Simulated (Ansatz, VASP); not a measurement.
**LiH: VASP beside Ansatz**

```xyz
2
Lattice="0.0000 2.0368 2.0368 2.0368 0.0000 2.0368 2.0368 2.0368 0.0000" Properties=species:S:1:pos:R:3 pbc="T T T"
Li    0.0000    0.0000    0.0000
H     2.0368    2.0368    2.0368
```

Alike in both runs: task relaxation of cell and atoms; functional PBEsol; k mesh 8 × 8 × 8; no spin polarisation.

```csv
,VASP,Ansatz
version,VASP 6.6.1,Ansatz 0.2.0
potentials or method,"VASP PAW PBE potentials, release 64 (Li_sv, H)","plane waves, PAW"
plane-wave cutoff (eV),600,420
occupations,"gaussian, width 0.01 eV",fixed
valence electrons in the cell,4,4
```

Ansatz gave:

| Property | Result |
| --- | --- |
| relaxed volume (Å³/atom) | 7.89 |
| relaxed cell length with the largest relative difference (Å) | 2.815 |

Q: What did VASP give for the same quantities?

A: Relaxed volume (Å³/atom): 7.84; relaxed cell length with the largest relative difference (Å): 2.810.

VASP's potentials were made for PBE, not for PBEsol.

Noted on VASP's run: the cutoff is short for stress, so the pressure is rough.
